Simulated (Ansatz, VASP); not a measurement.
**Pd: VASP beside Ansatz**

```xyz
1
Lattice="0.0000 1.9737 1.9737 1.9737 0.0000 1.9737 1.9737 1.9737 0.0000" Properties=species:S:1:pos:R:3 pbc="T T T"
Pd    0.0000    0.0000    0.0000
```

Alike in both runs: task single point; functional PBE; k mesh 14 × 14 × 14; collinear spin.

|  | VASP | Ansatz |
| --- | --- | --- |
| version | VASP 6.6.1 | Ansatz 0.2.0 |
| potentials or method | VASP PAW PBE potentials, release 64 (Pd), cutoff 520 eV | plane waves (420 eV) with PAW, scalar-relativistic |
| occupations | methfessel-paxton of order 1, width 0.1 eV | cold, width 0.1 eV |
| valence electrons in the cell | 10 | 18 |

```tsv
	VASP	Ansatz	Ansatz less VASP
pressure (GPa)	-0.3	0.0	+0.30
net moment per atom (μB)	0.47	0.48	+0.010
size of the moment on the site where the two differ most (μB)	0.47	0.49	+0.016
```

Site moments also hang on the region over which each program counts them. VASP's potentials hold 10 valence electrons a cell and Ansatz's 18, so a difference there can come from the potentials and not from the codes. Ansatz's warnings: stability check not made.
